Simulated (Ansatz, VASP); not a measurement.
# CdSiN2: VASP beside Ansatz

```
CELL_PARAMETERS angstrom
3.03399 0.00000 0.00000
0.00000 3.03399 0.00000
0.00000 0.00000 5.11023
ATOMIC_POSITIONS crystal
Cd 0.00000 0.00000 0.00000
N 0.00000 0.50000 0.31974
N 0.50000 0.00000 0.68026
Si 0.50000 0.50000 0.50000
```

Alike in both runs: task single point; functional HSE06; k mesh 4 × 4 × 2; no spin polarisation.

|  | VASP | Ansatz |
| --- | --- | --- |
| version | VASP 6.6.1 | Ansatz 0.2.0 |
| potentials or method | VASP PAW PBE potentials, release 64 (Cd, N, Si) | plane waves |
| plane-wave cutoff (eV) | 520 | 420 |
| occupations | gaussian, width 0.01 eV | fixed |
| valence electrons in the cell | 26 | 34 |

```tsv
	VASP	Ansatz	Ansatz less VASP
gap on the k mesh at the Fermi level (eV)	2.44	2.41	-0.035
pressure (GPa)	-0.4	-0.9	-0.59
rms of the force components (eV/Å)	0.025	0.030	+0.0052
```

VASP's potentials hold 26 valence electrons a cell and Ansatz's 34, so a difference there can come from the potentials and not from the codes. Ansatz's warnings: exchange mesh not taken up, stress exchange threshold loose, stress scf threshold loose.

The k mesh is coarse, so the values compare programs but aren't converged.
